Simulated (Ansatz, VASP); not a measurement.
## SnSe in VASP and in Ansatz

File INCAR:

```
SYSTEM = SnSe
PREC = Accurate
ENCUT = 520
EDIFF = 1E-6
ISMEAR = -1
SIGMA = 0.02
LREAL = .False.
LASPH = .True.
NELM = 100
ALGO = Normal
ISIF = 2
LWAVE = .False.
LCHARG = .False.
GGA = PE
NBANDS = 17
```

Contents of KPOINTS:

```
Automatic mesh
0
Gamma
  9 9 9
  0 0 0
```

File POSCAR:

```
SnSe
1.0
    0.0000000000      3.0100000000      2.9498000000
    3.0100000000      0.0000000000      2.9498000000
    3.0100000000      3.0100000000      0.0000000000
Sn Se
1 1
Direct
    0.0000000000      0.0000000000      0.0000000000
    0.5000000000      0.5000000000      0.5000000000
```

Input for Ansatz:

```yaml
crystal:
  lattice:
    - [0.0, 3.01, 2.9498]
    - [3.01, 0.0, 2.9498]
    - [3.01, 3.01, 0.0]
  atoms:
    - { symbol: Sn, position: [0.0, 0.0, 0.0] }
    - { symbol: Se, position: [0.5, 0.5, 0.5] }
kpoints:
  mp_grid: { grid: [9, 9, 9] }
  band_path:
    path:
      - [0.0, 0.0, 0.0]
      - [0.0, 0.5, 0.5]
      - [0.25, 0.75, 0.5]
      - [0.0, 0.5, 0.0]
      - [0.0, 0.0, 0.0]
      - [0.5, 0.5, 0.0]
      - [0.3801541025, 0.6198458975, 0.0]
      - [-0.3801541025, 0.3801541025, 0.0]
      - [0.0, 0.0, 0.0]
    npoints: 5
scf:
  occupations: { method: fermi_dirac, width: 0.02 }
hamiltonian:
  xc: pbe
  pseudopotentials: { kind: all_electron, lapw: { basis_error: 0.00025 } }
output:
  forces: true
  stress: true
  eigenvalues: true
```

Change from the starting cell: zz strain of -2 %.

Alike in both runs: task single point; functional PBE; k mesh 9 × 9 × 9; occupations fermi-dirac, width 0.02 eV; no spin polarisation.

```csv
,VASP,Ansatz
version,VASP 6.6.1,Ansatz 0.2.0
potentials or method,"VASP PAW PBE potentials, release 64 (Sn_d, Se), cutoff 520 eV","all-electron LAPW, scalar-relativistic"
```

VASP gave:

| Item | Value |
| --- | --- |
| pressure (GPa) | 2.2 |
| traceless stress, the component that is largest in VASP (GPa) | 1.87 |

**Question.** Which values does Ansatz return?

**Answer.** Pressure (GPa): 2.2; traceless stress, the component that is largest in VASP (GPa): 1.86.

Ansatz ran all-electron here, and VASP with PAW potentials.
